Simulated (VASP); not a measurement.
# Cs (P6_3/mmc) in VASP: a series of runs

The runs below take Cs through relaxation of cell and atoms, with PBE.

Everything below comes from runs of VASP 6.6.1. Logs are shortened: lines on timing, memory, paths and dates and some standing lists are left out, and cuts for length are marked.

## 1. The cell of the first run

It takes space group P6_3/mmc (No. 194, hexagonal). Conventional cell: a = 4.398 Å, b = 4.398 Å, c = 7.125 Å, α = 90.00°, β = 90.00°, γ = 120.00°. Within 5.7 Å of Cs (site symmetry -6m2) lie 12 Cs at 4.37 to 4.40 Å.

This isn't the form of Cs at room conditions, which is bcc.

## 2. Relaxation of cell and atoms, PBE, target pressure 3.3 GPa, at which the enthalpy is minimised

INCAR reads:

```
PREC = Accurate ; ENCUT = 600
EDIFF = 1E-6 ; ISMEAR = -1
SIGMA = 0.08 ; LREAL = F
LASPH = T ; NELM = 80
ALGO = Normal ; ISIF = 3
LWAVE = F ; LCHARG = F
GGA = PE ; IBRION = 2
NSW = 60 ; EDIFFG = -0.005
PSTRESS = 33.0
```

KPOINTS reads:

```
regular mesh
0
Gamma
  10 10 6
```

POSCAR reads:

```
Cs
1.0
    4.3979905042      0.0000000000      0.0000000000
   -2.1989952521      3.8087715022      0.0000000000
    0.0000000000      0.0000000000      7.1247446168
Cs
2
Direct
    0.3333333333      0.6666666667      0.2500000000
    0.6666666667      0.3333333333      0.7500000000
```

Potentials or basis: VASP PAW PBE potentials, release 64 (Cs_sv).

Launch:

```sh
$ cat potpaw_PBE.64/Cs_sv/POTCAR > POTCAR
$ mpirun -np 1 vasp_std > vasp.out
```

OUTCAR:

```text
PREC = Accurate
   ENCUT = 600
   EDIFF = 1E-6
   ISMEAR = -1
   LREAL = F
   LASPH = T
   NELM = 80
   ISIF = 3
   GGA = PE
   IBRION = 2
   NSW = 60
   EDIFFG = -0.005
   PSTRESS = 33.0

 ion  position               nearest neighbor table
   1  0.333  0.667  0.250-
   2  0.667  0.333  0.750-

  LATTYP: Found a hexagonal cell.
 ALAT       =     4.3979905042
 C/A-ratio  =     1.6200000000

  Lattice vectors:

 A1 = (   4.3979905042,   0.0000000000,   0.0000000000)
 A2 = (  -2.1989952521,   3.8087715022,   0.0000000000)
 A3 = (   0.0000000000,   0.0000000000,   7.1247446168)

Analysis of symmetry for initial positions (statically):
=====================================================================
 Subroutine PRICEL returns:
 Original cell was already a primitive cell.

 Routine SETGRP: Setting up the symmetry group for a
 hexagonal supercell.

 Subroutine GETGRP returns: Found 24 space group operations
 (whereof 12 operations were pure point group operations)
 out of a pool of 24 trial point group operations.

The static configuration has the point symmetry D_3d.
 The point group associated with its full space group is D_6h.

Analysis of symmetry for dynamics (positions and initial velocities):
=====================================================================
 Subroutine PRICEL returns:
 Original cell was already a primitive cell.

 Routine SETGRP: Setting up the symmetry group for a
 hexagonal supercell.

 Subroutine GETGRP returns: Found 24 space group operations
 (whereof 12 operations were pure point group operations)
 out of a pool of 24 trial point group operations.

The dynamic configuration has the point symmetry D_3d.
 The point group associated with its full space group is D_6h.

 Subroutine INISYM returns: Found 24 space group operations
 (whereof 12 operations are pure point group operations),
 and found     1 'primitive' translations

----------------------------------------------------------------------------------------

                                     Primitive cell

  volume of cell :     119.3462

  direct lattice vectors                    reciprocal lattice vectors
     4.397990504  0.000000000  0.000000000     0.227376571  0.131275924  0.000000000
    -2.198995252  3.808771502  0.000000000     0.000000000  0.262551849  0.000000000
     0.000000000  0.000000000  7.124744617     0.000000000  0.000000000  0.140355908

  length of vectors
     4.397990504  4.397990504  7.124744617     0.262551849  0.262551849  0.140355908

  position of ions in fractional coordinates (direct lattice)
     0.333333333  0.666666667  0.250000000
     0.666666667  0.333333333  0.750000000

  ion indices of the primitive-cell ions
   primitive index   ion index
                 1           1
                 2           2

----------------------------------------------------------------------------------------

 KPOINTS: regular mesh

Automatic generation of k-mesh.
 Grid dimensions read from file:
 generate k-points for:   10   10    6

 Generating k-lattice:

  Cartesian coordinates                     Fractional coordinates (reciprocal lattice)
     0.022737657  0.013127592  0.000000000     0.100000000 -0.000000000  0.000000000
     0.000000000  0.026255185  0.000000000     0.000000000  0.100000000  0.000000000
     0.000000000  0.000000000  0.023392651     0.000000000  0.000000000  0.166666667

  Length of vectors
     0.026255185  0.026255185  0.023392651

  Shift w.r.t. Gamma in fractional coordinates (k-lattice)
     0.000000000  0.000000000  0.000000000

 Subroutine IBZKPT returns following result:
 ===========================================

 Found     56 irreducible k-points:

 Following reciprocal coordinates:
            Coordinates               Weight
  0.000000  0.000000  0.000000      1.000000
  0.100000  0.000000  0.000000      6.000000
  0.200000  0.000000  0.000000      6.000000
  0.300000 -0.000000  0.000000      6.000000
  0.400000 -0.000000  0.000000      6.000000
  0.500000 -0.000000  0.000000      3.000000
[... 16 lines left out ...]
  0.300000  0.100000  0.166667     24.000000
  0.400000  0.100000  0.166667     24.000000
 [... further k-points ...]
   k-points           NKPTS =     56   k-points in BZ     NKDIM =     56   number of bands    NBANDS=     13
   number of dos      NEDOS =    301   number of ions     NIONS =      2
   total plane-waves  NPLWV =  77760
   dimension x,y,z NGX =    36 NGY =   36 NGZ =   60
   dimension x,y,z NGXF=    72 NGYF=   72 NGZF=  120
   ions per type =               2
   NGX,Y,Z   is equivalent  to a cutoff of  13.61, 13.61, 14.00 a.u.
   NGXF,Y,Z  is equivalent  to a cutoff of  27.22, 27.22, 28.00 a.u.
 SYSTEM =  unknown system
   PREC   = accura    normal or accurate (medium, high low for compatibility)
   ISTART =      0    job   : 0-new  1-cont  2-samecut
   ICHARG =      2    charge: 1-file 2-atom 10-const
   ISPIN  =      1    spin polarized calculation?
   LNONCOLLINEAR =      F non collinear calculations
   LSORBIT =      F    spin-orbit coupling
   LASPH  =      T    aspherical Exc in radial PAW
   ENCUT  =  600.0 eV  44.10 Ry    6.64 a.u.   8.78  8.78 14.23*2*pi/ulx,y,z
   NELM   =     80;   NELMIN=  2; NELMDL= -5     # of ELM steps
   EDIFF  = 0.1E-05   stopping-criterion for ELM
   LREAL  =      F    real-space projection
   EDIFFG = -.5E-02   stopping-criterion for IOM
   NSW    =     60    number of steps for IOM
   IBRION =      2    ionic relax: 0-MD 1-quasi-New 2-CG
   NFREE  =      1    steps in history (QN), initial steepest desc. (CG)
   ISIF   =      3    stress and relaxation
   ISYM   =      2    0-nonsym 1-usesym 2-fastsym
   POTIM  = 0.5000    time-step for ionic-motion
   TEBEG  =    0.0;   TEEND  =   0.0 temperature during run
   PSTRESS=   33.0 pullay stress
   NELECT =      18.0000    total number of electrons
   NUPDOWN=      -1.0000    fix difference up-down
   EMIN   =  10.00;   EMAX   =-10.00  energy-range for DOS
   EFERMI =   0.00;   METHOD = LEGACY
   ISMEAR =    -1;   SIGMA  =   0.08  broadening in eV -4-tet -1-fermi 0-gaus
   EFERMI_NEDOS =   21; number of points for ismear=-14 and -15
   IALGO  =     38    algorithm
   IMIX   =      4    mixing-type and parameters
     AMIX     =   0.40;   BMIX     =  1.00
     AMIX_MAG =   1.60;   BMIX_MAG =  1.00
  volume/ion in A,a.u.               =      59.67       402.69
  Fermi-wavevector in a.u.,A,eV,Ry     =   0.871424  1.646753 10.331988  0.759380
  Thomas-Fermi vector in A             =   1.990530
   LORBIT       =      0    0 simple, 1 ext, 2 COOP (PROOUT), +10 PAW based schemes
   GGA     = PE    functional components
   LHFCALC =     F    Hartree Fock is set to
   AEXX    =    0.0000 exact exchange contribution
   IVDW    =     0    specifies the selected vdW correction
   LEPSILON=     F    determine dielectric tensor
   LRPA    =     F    only Hartree local field effects (RPA)
 conjugate gradient relaxation of ions
 non-spin polarized calculation
  energy-cutoff  :      600.00
  volume of cell :      119.35
 maximum number of plane-waves:      4036
 NGX is ok and might be reduce to    36
   NGX = 17   NGY = 17   NGZ = 29

--------------------------------------- Ionic step        1  -------------------------------------------

 number of electron      17.9999999 magnetization

 Free energy of the ion-electron system (eV)
  ---------------------------------------------------
  ext. energy  EPLUGINS =         0.00000000
  ---------------------------------------------------
  free energy    TOTEN  =        -0.91339662 eV

  energy without entropy =       -0.85156983  energy(sigma->0) =       -0.88248323

------------------------ aborting loop because EDIFF is reached ----------------------------------------

  FORCE on cell =-STRESS in cart. coord.  units (eV):
  Direction    XX          YY          ZZ          XY          YZ          ZX
  --------------------------------------------------------------------------------------
  -------------------------------------------------------------------------------------
  Total        2.5046155      2.5046155      2.6166485      0.0000000      0.0000000      0.0000000
  in kB       33.6235170     33.6235170     35.1275181      0.0000000      0.0000000      0.0000000
  external PRESSURE =       1.1248507 kB  Pullay stress =      33.0000000 kB
[... 93 lines left out ...]
  FREE ENERGIE OF THE ION-ELECTRON SYSTEM (eV)
  ---------------------------------------------------
  free  energy   TOTEN  =        -0.9554987432 eV

  energy  without entropy=       -0.8945038583  energy(sigma->0) =       -0.92500130

  enthalpy is  TOTEN    =         1.5438557222 eV   P V=        2.4993544654

[... ionic steps 4 to 10 ...]

--------------------------------------- Ionic step       11  -------------------------------------------

 number of electron      18.0000000 magnetization

------------------------ aborting loop because EDIFF is reached ----------------------------------------

  FORCE on cell =-STRESS in cart. coord.  units (eV):
  Direction    XX          YY          ZZ          XY          YZ          ZX
  --------------------------------------------------------------------------------------
  -------------------------------------------------------------------------------------
  Total        2.5082253      2.5082253      2.4971938      0.0000000      0.0000000      0.0000000
  in kB       33.2247036     33.2247036     33.0785777      0.0000000      0.0000000      0.0000000
  external PRESSURE =       0.1759949 kB  Pullay stress =      33.0000000 kB
[... 61 lines left out ...]
  enthalpy is  TOTEN    =         1.5436845985 eV   P V=        2.4924330315

--------------------------------------- Ionic step       13  -------------------------------------------

 number of electron      18.0000000 magnetization

 Free energy of the ion-electron system (eV)
  ---------------------------------------------------
  ext. energy  EPLUGINS =         0.00000000
  ---------------------------------------------------
  free energy    TOTEN  =        -0.94805017 eV

  energy without entropy =       -0.88699554  energy(sigma->0) =       -0.91752285

 E-fermi :   2.6604     XC(G=0):  -7.3397

 val. band max:        2.6524606289   @ k =   0.2000   0.0000   0.3333
 cond. band min:       2.6691802297   @ k =   0.4000  -0.0000   0.3333
 fundamental gap:      0.0167196008
 Fermi energy:         2.6603566985

 k-point     1 :       0.0000    0.0000    0.0000
  band No.  band energies     occupation
      1     -21.1152      2.00000
      2     -21.0151      2.00000
      3      -8.4542      2.00000
      4      -7.6130      2.00000
      5      -7.6130      2.00000
      6      -7.5014      2.00000
      7      -7.4986      2.00000
      8      -7.4986      2.00000
      9       0.5016      2.00000
     10       2.3126      1.97445
     11       4.7451      0.00000
     12       5.3122      0.00000
     13       5.3122      0.00000
[... 353 lines left out ...]
 k-point    24 :       0.4000    0.1000    0.1667
  band No.  band energies     occupation
      1     -21.0101      2.00000
      2     -20.9817      2.00000
      3      -8.3716      2.00000
      4      -8.2343      2.00000
      5      -7.9736      2.00000
      6      -7.8466      2.00000
      7      -7.7195      2.00000
      8      -7.6629      2.00000
      9       2.5020      1.75726
     10       2.8933      0.10310
     11       3.3698      0.00028
     12       3.9521      0.00000
     13       4.9448      0.00000

 [... further k-points ...]
[... 5 lines left out ...]
  --------------------------------------------------------------------------------------
  -------------------------------------------------------------------------------------
  Total        2.4939661      2.4939661      2.4972322     -0.0000000      0.0000000      0.0000000
  in kB       33.0296197     33.0296197     33.0728756     -0.0000000      0.0000000      0.0000000
  external PRESSURE =       0.0440384 kB  Pullay stress =      33.0000000 kB
[... 17 lines left out ...]
  FREE ENERGIE OF THE ION-ELECTRON SYSTEM (eV)
  ---------------------------------------------------
  free  energy   TOTEN  =        -0.9480501665 eV

  energy  without entropy=       -0.8869955435  energy(sigma->0) =       -0.91752285

  enthalpy is  TOTEN    =         1.5436794194 eV   P V=        2.4917295859

 reached required accuracy - stopping structural energy minimisation
```

Wall time 6 min (1 thread of Intel Xeon Platinum 8259CL at 2.50GHz (Skylake/Cascade Lake), shared host); peak memory 0.33 GiB.

Results:

- Free energy: -0.9481 eV
- Relaxed volume: 60.49 Å³/atom
- Relaxed cell: a = 4.398 Å, b = 4.398 Å, c = 7.223 Å, α = 90.00°, β = 90.00°, γ = 120.00°
- Space group after relaxing (to 0.1 Å): P6_3/mmc (No. 194)
- Energy change on relaxing (the run minimises the enthalpy): -17.3 meV/atom
- Ionic steps: 13
- Pressure after relaxing: 3.3 GPa
- Band gap on the k mesh: zero (bands 9 and 10 overlap by 1.57 eV)

The path:
| step | energy change (eV) | largest force (eV/Å) | pressure (GPa) | volume (Å³) |
| --- | --- | --- | --- | --- |
| 1 | 0.0000 | 0.0000 | 3.41 | 119.35 |
| 2 | -0.0155 | 0.0000 | 3.36 | 120.07 |
| 3 | -0.0421 | 0.0000 | 3.28 | 121.35 |
| 4 | -0.0411 | 0.0000 | 3.27 | 121.30 |
| 5 | -0.0284 | 0.0000 | 3.31 | 120.68 |
| 6 | -0.0393 | 0.0000 | 3.28 | 121.21 |
| 7 | -0.0401 | 0.0000 | 3.27 | 121.25 |
| 8 | -0.0382 | 0.0000 | 3.30 | 121.15 |
| 9 | -0.0377 | 0.0000 | 3.29 | 121.12 |
| 10 | -0.0365 | 0.0000 | 3.30 | 121.07 |
| 11 | -0.0342 | 0.0000 | 3.32 | 120.95 |
| 12 | -0.0354 | 0.0000 | 3.28 | 121.01 |
| 13 | -0.0347 | 0.0000 | 3.30 | 120.98 |

Final structure:
```
Cs
1.0
     4.39770    0.00000    0.00000
    -2.19885    3.80852    0.00000
     0.00000    0.00000    7.22297
Cs
2
Direct
  0.33333 0.66667 0.25000
  0.66667 0.33333 0.75000
```

Caveat: the cell is relaxed towards a set pressure, so the run minimises the enthalpy, not the energy; spin-orbit coupling is left out, which moves the levels of the heavy elements.

[end of part 1 of 2]

The gap in the log of VASP goes by the Fermi energy; the results here count the filled bands.